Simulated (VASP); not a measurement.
PC4: single point with PBE

PC4:

```
P C
1.0
     1.35143    0.78025    5.62427
    -1.35143    0.78025    5.62427
     0.00000   -1.56049    5.62427
P C
1 4
Direct
  0.00000 0.00000 0.00000
  0.27105 0.27105 0.27105
  0.81667 0.81667 0.81667
  0.18333 0.18333 0.18333
  0.72895 0.72895 0.72895
```

The cell was built from a structure type or drawn by symmetry, and may not be a known phase.

| Property | Result |
| --- | --- |
| Program | VASP 6.6.1 |
| Task | single point |
| Functional | PBE |
| Potentials or basis | VASP PAW PBE potentials, release 64 (P, C) |
| Cutoff | 520 eV |
| k mesh | 6 × 6 × 6 |
| Occupations | gaussian, width 0.1 eV |
| Spin | no spin polarisation |
| Dipole correction | no |
| Further INCAR settings | ALGO = Normal; EDIFF = 1e-06; NBANDS = 18 |

```yaml
Pressure: -0.4 GPa
Largest_force: 0.097 eV/Å
Band_gap_on_the_k_mesh: zero (an odd number of electrons rules out a gap without spin polarisation)
```

Forces on the atoms (eV/Å):
```
P    0.000  0.000  0.000
C    0.000  0.000  0.097
C    0.000  0.000  0.045
C    0.000  0.000 -0.045
C    0.000  0.000 -0.097
```

Stress tensor (GPa, compression positive):
```
-0.50  0.00  0.00
 0.00 -0.50  0.00
 0.00  0.00 -0.08
```

Levels at points of the mesh, in eV from the Fermi level:
| k point | band 7 | band 8 | band 9 | band 10 | band 11 | band 12 | band 13 | band 14 |
| --- | --- | --- | --- | --- | --- | --- | --- | --- |
| (0.00, 0.00, 0.00) | -2.85 | -0.18 | -0.18 | 1.11 | 1.11 | 5.01 | 5.01 | 5.39 |
| (0.50, 0.00, 0.00) | -5.25 | -4.66 | -4.03 | -2.77 | 1.06 | 2.70 | 4.09 | 4.72 |
| (0.50, 0.50, 0.00) | -6.11 | -5.68 | -4.83 | -2.81 | -0.45 | 2.43 | 5.46 | 6.96 |
| (0.50, 0.50, 0.50) | -2.70 | -0.32 | -0.32 | 1.07 | 1.07 | 5.35 | 5.97 | 5.97 |

It took 68 s on 1 thread of Intel(R) Xeon(R) Platinum 8488C (Sapphire Rapids), with other jobs on the host, peak memory 0.29 GiB.

Caveat: the k points lie up to 0.45 Å⁻¹ apart, too coarse for converged energies and pressures of a metal.
